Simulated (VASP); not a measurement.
Zr: electric field gradients with PBE

Crystal: Zr.

```xyz
2
Lattice="3.2103 0.0000 0.0000 -1.6052 2.7802 0.0000 0.0000 0.0000 5.1125" Properties=species:S:1:pos:R:3 pbc="T T T"
Zr    0.0000    1.8535    1.2781
Zr    1.6052    0.9267    3.8343
```

```yaml
Program: VASP 6.6.1
Task: electric field gradients
Functional: PBE
Potentials_or_basis: VASP PAW PBE potentials, release 64 (Zr_sv)
Cutoff: 520 eV
k_mesh: 13 × 13 × 7
Occupations: fermi-dirac, width 0.03 eV
Spin: no spin polarisation
Dipole_correction: no
Further_INCAR_settings: ALGO = Normal; EDIFF = 1e-08; NBANDS = 19
```

The pressure is 2.5 GPa and the band gap on the k mesh is zero (bands 12 and 13 overlap by 1.12 eV). The largest electric field gradient by atom is Zr +42.1 V/Å².

Stress tensor (GPa, compression positive):
```
2.14 0.00 0.00
0.00 2.14 0.00
0.00 0.00 3.14
```

Levels at points of the mesh, in eV from the Fermi level:
| k point | band 9 | band 10 | band 11 | band 12 | band 13 | band 14 | band 15 | band 16 |
| --- | --- | --- | --- | --- | --- | --- | --- | --- |
| (0.00, 0.00, 0.00) | -5.72 | -3.11 | 0.84 | 0.84 | 1.00 | 1.23 | 1.55 | 1.55 |

Electric field gradients, principal values (V/Å²):
```tsv
atom	least	middle	greatest (by size)
1 Zr	-21.070	-21.070	42.139
2 Zr	-21.070	-21.070	42.139
```

It took 75 s on 1 thread of Intel Xeon 8259CL (shared host), peak memory 0.2 GiB.

Caveat: without QUAD_EFG the Cq values of the log hold for a quadrupole moment of 1 mb, not for the nuclei.
